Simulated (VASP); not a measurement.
# HfC (CsCl type) (Pm-3m) in VASP: a series of runs, part 2 of 2

VASP 6.6.1. Earlier steps stand in the parts before.

## 4. Relaxation of cell and atoms, PBE, target pressure 170 GPa, at which the enthalpy is minimised

Input file INCAR:

```
SYSTEM = HfC
PREC = Accurate
ENCUT = 600
EDIFF = 1E-7
ISMEAR = -1
SIGMA = 0.1
LREAL = .FALSE.
LASPH = .TRUE.
NELM = 60
ALGO = Normal
ISIF = 3
LWAVE = .FALSE.
LCHARG = .FALSE.
GGA = PE
IBRION = 2
NSW = 32
EDIFFG = -0.005
PSTRESS = 1700.0
```

Input file KPOINTS:

```
Automatic mesh
0
G
  15 15 15
  0 0 0
```

Input file POSCAR:

```
HfC
1.0
    2.5505009970      0.0000000000      0.0000000000
    0.0000000000      2.5505009970      0.0000000000
    0.0000000000      0.0000000000      2.5505009970
Hf C
1 1
Direct
    0.0000000000      0.0000000000      0.0000000000
    0.5000000000      0.5000000000      0.5000000000
```

Potentials or basis: VASP PAW PBE potentials, release 64 (Hf_pv, C).

Run with:

```console
$ cat potpaw_PBE.64/Hf_pv/POTCAR potpaw_PBE.64/C/POTCAR > POTCAR
$ mpirun -np 1 vasp_std > vasp.out
```

OUTCAR:

```text
SYSTEM = HfC
   PREC = Accurate
   ENCUT = 600
   EDIFF = 1E-7
   ISMEAR = -1
   LREAL = .FALSE.
   LASPH = .TRUE.
   NELM = 60
   ISIF = 3
   GGA = PE
   IBRION = 2
   NSW = 32
   EDIFFG = -0.005
   PSTRESS = 1700.0

 ion  position               nearest neighbor table
   1  0.000  0.000  0.000-   2 2.21   2 2.21   2 2.21   2 2.21   2 2.21   2 2.21   2 2.21   2 2.21

   2  0.500  0.500  0.500-   1 2.21   1 2.21   1 2.21   1 2.21   1 2.21   1 2.21   1 2.21   1 2.21

  LATTYP: Found a simple cubic cell.
 ALAT       =     2.5505009970

  Lattice vectors:

 A1 = (   2.5505009970,   0.0000000000,   0.0000000000)
 A2 = (   0.0000000000,   2.5505009970,   0.0000000000)
 A3 = (   0.0000000000,   0.0000000000,   2.5505009970)

Analysis of symmetry for initial positions (statically):
=====================================================================
 Subroutine PRICEL returns:
 Original cell was already a primitive cell.

 Routine SETGRP: Setting up the symmetry group for a
 simple cubic supercell.

 Subroutine GETGRP returns: Found 48 space group operations
 (whereof 48 operations were pure point group operations)
 out of a pool of 48 trial point group operations.

The static configuration has the point symmetry O_h .

Analysis of symmetry for dynamics (positions and initial velocities):
=====================================================================
 Subroutine PRICEL returns:
 Original cell was already a primitive cell.

 Routine SETGRP: Setting up the symmetry group for a
 simple cubic supercell.

 Subroutine GETGRP returns: Found 48 space group operations
 (whereof 48 operations were pure point group operations)
 out of a pool of 48 trial point group operations.

The dynamic configuration has the point symmetry O_h .

 Subroutine INISYM returns: Found 48 space group operations
 (whereof 48 operations are pure point group operations),
 and found     1 'primitive' translations

----------------------------------------------------------------------------------------

                                     Primitive cell

  volume of cell :      16.5912

  direct lattice vectors                    reciprocal lattice vectors
     2.550500997  0.000000000  0.000000000     0.392079831  0.000000000  0.000000000
     0.000000000  2.550500997  0.000000000     0.000000000  0.392079831  0.000000000
     0.000000000  0.000000000  2.550500997     0.000000000  0.000000000  0.392079831

  length of vectors
     2.550500997  2.550500997  2.550500997     0.392079831  0.392079831  0.392079831

  position of ions in fractional coordinates (direct lattice)
     0.000000000  0.000000000  0.000000000
     0.500000000  0.500000000  0.500000000

  ion indices of the primitive-cell ions
   primitive index   ion index
                 1           1
                 2           2

----------------------------------------------------------------------------------------

 KPOINTS: Automatic mesh

Automatic generation of k-mesh.
 Grid dimensions read from file:
 generate k-points for:   15   15   15

 Generating k-lattice:

  Cartesian coordinates                     Fractional coordinates (reciprocal lattice)
[... 48 lines left out ...]
   NGX,Y,Z   is equivalent  to a cutoff of  13.04, 13.04, 13.04 a.u.
   NGXF,Y,Z  is equivalent  to a cutoff of  26.07, 26.07, 26.07 a.u.
 SYSTEM =  HfC
   PREC   = accura    normal or accurate (medium, high low for compatibility)
   ISTART =      0    job   : 0-new  1-cont  2-samecut
   ICHARG =      2    charge: 1-file 2-atom 10-const
   ISPIN  =      1    spin polarized calculation?
   LNONCOLLINEAR =      F non collinear calculations
   LSORBIT =      F    spin-orbit coupling
   LASPH  =      T    aspherical Exc in radial PAW
   ENCUT  =  600.0 eV  44.10 Ry    6.64 a.u.   5.09  5.09  5.09*2*pi/ulx,y,z
   NELM   =     60;   NELMIN=  2; NELMDL= -5     # of ELM steps
   EDIFF  = 0.1E-06   stopping-criterion for ELM
   LREAL  =      F    real-space projection
   EDIFFG = -.5E-02   stopping-criterion for IOM
   NSW    =     32    number of steps for IOM
   IBRION =      2    ionic relax: 0-MD 1-quasi-New 2-CG
   NFREE  =      1    steps in history (QN), initial steepest desc. (CG)
   ISIF   =      3    stress and relaxation
   ISYM   =      2    0-nonsym 1-usesym 2-fastsym
   POTIM  = 0.5000    time-step for ionic-motion
   TEBEG  =    0.0;   TEEND  =   0.0 temperature during run
   PSTRESS= 1700.0 pullay stress
   NELECT =      14.0000    total number of electrons
   NUPDOWN=      -1.0000    fix difference up-down
   EMIN   =  10.00;   EMAX   =-10.00  energy-range for DOS
   EFERMI =   0.00;   METHOD = LEGACY
   ISMEAR =    -1;   SIGMA  =   0.10  broadening in eV -4-tet -1-fermi 0-gaus
   EFERMI_NEDOS =   21; number of points for ismear=-14 and -15
   IALGO  =     38    algorithm
   IMIX   =      4    mixing-type and parameters
     AMIX     =   0.40;   BMIX     =  1.00
     AMIX_MAG =   1.60;   BMIX_MAG =  1.00
  volume/ion in A,a.u.               =       8.30        55.98
  Fermi-wavevector in a.u.,A,eV,Ry     =   1.547006  2.923418 32.561840  2.393228
  Thomas-Fermi vector in A             =   2.652161
   LORBIT       =      0    0 simple, 1 ext, 2 COOP (PROOUT), +10 PAW based schemes
   GGA     = PE    functional components
   LHFCALC =     F    Hartree Fock is set to
   AEXX    =    0.0000 exact exchange contribution
   IVDW    =     0    specifies the selected vdW correction
   LEPSILON=     F    determine dielectric tensor
   LRPA    =     F    only Hartree local field effects (RPA)
 conjugate gradient relaxation of ions
 non-spin polarized calculation
  energy-cutoff  :      600.00
  volume of cell :       16.59
 maximum number of plane-waves:       565
   NGX = 11   NGY = 11   NGZ = 11

--------------------------------------- Ionic step        1  -------------------------------------------

 number of electron      14.0000002 magnetization

 Free energy of the ion-electron system (eV)
  ---------------------------------------------------
  ext. energy  EPLUGINS =         0.00000000
  ---------------------------------------------------
  free energy    TOTEN  =       -15.45158552 eV

  energy without entropy =      -15.40833149  energy(sigma->0) =      -15.42995851

------------------------ aborting loop because EDIFF is reached ----------------------------------------

  FORCE on cell =-STRESS in cart. coord.  units (eV):
  Direction    XX          YY          ZZ          XY          YZ          ZX
  --------------------------------------------------------------------------------------
  -------------------------------------------------------------------------------------
  Total       17.3514349     17.3514349     17.3514349      0.0000000      0.0000000     -0.0000000
  in kB     1675.5966533   1675.5966533   1675.5966533      0.0000000      0.0000000     -0.0000000
  external PRESSURE =     -24.4033467 kB  Pullay stress =    1700.0000000 kB
[... 63 lines left out ...]
--------------------------------------- Ionic step        3  -------------------------------------------

 number of electron      14.0000002 magnetization

 Free energy of the ion-electron system (eV)
  ---------------------------------------------------
  ext. energy  EPLUGINS =         0.00000000
  ---------------------------------------------------
  free energy    TOTEN  =       -15.39690510 eV

  energy without entropy =      -15.35371096  energy(sigma->0) =      -15.37530803

 E-fermi :  10.2943     XC(G=0): -14.6110

 val. band max:       10.2608455937   @ k =   0.4000   0.4000   0.0667
 cond. band min:      10.2951328054   @ k =   0.2000   0.0667   0.0000
 fundamental gap:      0.0342872117
 Fermi energy:        10.2942545239

 k-point     1 :       0.0000    0.0000    0.0000
  band No.  band energies     occupation
      1     -18.2841      2.00000
      2     -18.2841      2.00000
      3     -18.2841      2.00000
      4      -4.6788      2.00000
      5       6.7999      2.00000
      6       6.7999      2.00000
      7      12.1259      0.00000
      8      12.1259      0.00000
      9      12.1259      0.00000
     10      19.3720      0.00000
     11      19.3720      0.00000
[... 309 lines left out ...]
 k-point    24 :       0.3333    0.2000    0.0000
  band No.  band energies     occupation
      1     -20.6544      2.00000
      2     -19.1880      2.00000
      3     -17.8964      2.00000
      4      -0.9029      2.00000
      5       4.5007      2.00000
      6       8.0048      2.00000
      7       9.6798      1.99572
      8      10.3281      0.83231
      9      16.8627      0.00000
     10      16.9983      0.00000
     11      19.9549      0.00000

 [... further k-points ...]

------------------------ aborting loop because EDIFF is reached ----------------------------------------

  FORCE on cell =-STRESS in cart. coord.  units (eV):
  Direction    XX          YY          ZZ          XY          YZ          ZX
  --------------------------------------------------------------------------------------
  -------------------------------------------------------------------------------------
  Total       17.5488749     17.5488749     17.5488749      0.0000000      0.0000000      0.0000000
  in kB     1699.9822953   1699.9822953   1699.9822953      0.0000000      0.0000000      0.0000000
  external PRESSURE =      -0.0177047 kB  Pullay stress =    1700.0000000 kB
[... 21 lines left out ...]
  energy  without entropy=      -15.3537109614  energy(sigma->0) =      -15.37530803

  enthalpy is  TOTEN    =         2.1521525797 eV   P V=       17.5490576762

 reached required accuracy - stopping structural energy minimisation
```

OSZICAR:

```text
N       E                     dE             d eps       ncg     rms          rms(c)
DAV:   1     0.338992464090E+02    0.33899E+02   -0.88529E+03  2656   0.144E+03
[... 26 lines left out ...]
DAV:   3    -0.153970475911E+02    0.22188E-02   -0.39722E-03  2885   0.582E-01    0.596E-01
DAV:   4    -0.153969146254E+02    0.13297E-03   -0.48884E-04  3075   0.226E-01    0.307E-01
DAV:   5    -0.153969047458E+02    0.98796E-05   -0.51426E-05  3238   0.709E-02    0.379E-02
DAV:   6    -0.153969051218E+02   -0.37597E-06   -0.10503E-06  3029   0.109E-02    0.752E-03
DAV:   7    -0.153969052627E+02   -0.14095E-06   -0.54933E-08  1722   0.255E-03    0.788E-03
DAV:   8    -0.153969050955E+02    0.16728E-06   -0.14074E-08  1458   0.918E-04    0.556E-04
DAV:   9    -0.153969050965E+02   -0.10641E-08   -0.75989E-10  1416   0.253E-04
   3 F= 0.21521526E+01 E0= 0.21737496E+01  d E =-.402639E-03
```

CONTCAR:

```text
HfC
   1.00000000000000
     2.5478380593793180   -0.0000000000000000   -0.0000000000000000
     0.0000000000000000    2.5478380593793180    0.0000000000000000
    -0.0000000000000000    0.0000000000000000    2.5478380593793175
  Hf              C
     1     1
Direct
     0.0000000000000000    0.0000000000000000    0.0000000000000000
     0.5000000000000000    0.5000000000000000    0.5000000000000000

  0.00000000E+00  0.00000000E+00  0.00000000E+00
  0.00000000E+00  0.00000000E+00  0.00000000E+00
```

Wall time 34 s (1 thread of Intel Xeon 6975P-C (Granite Rapids), shared host); peak memory 0.15 GiB.

What came out:

```yaml
Free_energy: -15.3969 eV
Relaxed_volume: 8.27 Å³/atom
Relaxed_cell: a = 2.548 Å, b = 2.548 Å, c = 2.548 Å, α = 90.00°, β = 90.00°, γ = 90.00°
Space_group_after_relaxing_to_0.05_Å: Pm-3m (No. 221)
Energy_change_on_relaxing_the_enthalpy_is_what_falls: +27.3 meV/atom
Ionic_steps: 3
Pressure_after_relaxing: 170.0 GPa
Band_gap_on_the_k_mesh: zero (band 7 reaches 12.13 eV, above the bottom of band 8 at 8.64 eV)
```

Step by step:
```
step  energy change (eV)  largest force (eV/Å)  pressure (GPa)  volume (Å³)
   1              0.0000                0.0000          167.56        16.59
   2              0.3289                0.0000          182.18        16.29
   3              0.0547                0.0000          170.00        16.54
```

Final structure:
```
CELL_PARAMETERS angstrom
2.54784 0.00000 0.00000
0.00000 2.54784 0.00000
0.00000 0.00000 2.54784
ATOMIC_POSITIONS crystal
Hf 0.00000 0.00000 0.00000
C 0.50000 0.50000 0.50000
```

Levels at points of the mesh, in eV from the Fermi level:
```
           k point  band 5  band 6  band 7  band 8  band 9  band 10
(0.00, 0.00, 0.00)   -3.49   -3.49    1.83    1.83    1.83     9.08
```

Caveat: the cell is relaxed towards a set pressure, so the enthalpy falls and the energy may rise; spin-orbit coupling is left out, which moves the levels of the heavy elements.

## 5. Relaxation of cell and atoms, PBE, target pressure 170 GPa, at which the enthalpy is minimised

This run uses another cell than the first one, of 8.50 Å³/atom, 1.024 times its volume.

Input file INCAR:

```
SYSTEM = HfC
  ALGO = Normal
  EDIFF = 1E-6
  EDIFFG = -0.005
  ENCUT = 600
  GGA = PE
  IBRION = 2
  ISIF = 3
  ISMEAR = -1
  LASPH = .TRUE.
  LCHARG = .FALSE.
  LREAL = .FALSE.
  LWAVE = .FALSE.
  NELM = 100
  NSW = 60
  PREC = Accurate
  PSTRESS = 1700.0
  SIGMA = 0.1
```

Input file KPOINTS:

```
k-points
0
G
  15 15 15
  0 0 0
```

Input file POSCAR:

```
HfC
1.0
    2.5708978117      0.0000000000      0.0000000000
    0.0000000000      2.5708978117      0.0000000000
    0.0000000000      0.0000000000      2.5708978117
Hf C
1 1
Direct
    0.0000000000      0.0000000000      0.0000000000
    0.5000000000      0.5000000000      0.5000000000
```

Run with:

```console
$ cat potpaw_PBE.64/Hf_pv/POTCAR potpaw_PBE.64/C/POTCAR > POTCAR
$ mpirun -np 1 vasp_std > vasp.out
```

Run time: 46 s. Hardware: 1 thread of Intel Xeon 6975P-C (Granite Rapids), shared host; peak memory 0.17 GiB.

The run converged. Its results:

* Free energy: -15.4000 eV
* Relaxed volume: 8.27 Å³/atom
* Relaxed cell: a = 2.548 Å, b = 2.548 Å, c = 2.548 Å, α = 90.00°, β = 90.00°, γ = 90.00°
* Space group after relaxing (to 0.05 Å): Pm-3m (No. 221)
* Energy change on relaxing (the enthalpy is what falls): +224.5 meV/atom
* Ionic steps: 4
* Pressure after relaxing: 169.9 GPa
* Band gap on the k mesh: zero (band 7 reaches 12.12 eV, above the bottom of band 8 at 8.64 eV)

Step by step:
```csv
step,energy change (eV),largest force (eV/Å),pressure (GPa),volume (Å³)
1,0.0000,0.0000,149.69,16.99
2,3.3890,0.0000,298.37,14.48
3,0.4222,0.0000,168.68,16.57
4,0.4490,0.0000,169.91,16.54
```

Final structure:
```xyz
2
Lattice="2.5480 0.0000 0.0000 0.0000 2.5480 0.0000 0.0000 0.0000 2.5480" Properties=species:S:1:pos:R:3 pbc="T T T"
Hf    0.0000    0.0000    0.0000
C     1.2740    1.2740    1.2740
```

Levels at points of the mesh, in eV from the Fermi level:
```csv
k point,band 4,band 5,band 6,band 7,band 8,band 9,band 10,band 11
"(0.00, 0.00, 0.00)",-14.97,-3.49,-3.49,1.83,1.83,1.83,9.08,9.08
```

Caveat: the cell is relaxed towards a set pressure, so the enthalpy falls and the energy may rise; spin-orbit coupling is left out, which moves the levels of the heavy elements.

## 6. Overview

```tsv
task	cell	cutoff (eV)	gap on the mesh (eV)	pressure (GPa)
single point	a = 2.551 Å, 2 atoms	520	none	167.5
relaxation of cell and atoms	relaxed to 170 GPa from a = 2.551 Å, 2 atoms	600	none	170.0
relaxation of cell and atoms	relaxed to 170 GPa from a = 2.571 Å, 2 atoms	600	none	169.9
```

Alike in all rows: level PBE; potentials or basis VASP PAW PBE potentials, release 64 (Hf_pv, C); no spin polarisation; k mesh 15 × 15 × 15; smearing fermi-dirac 0.1 eV.

Caveats: spin-orbit coupling is left out, which moves the levels of the heavy elements; the cell is relaxed towards a set pressure, so the enthalpy falls and the energy may rise (some runs).

Total energies depend on the potentials used, so only differences within one code and one set of settings carry meaning.
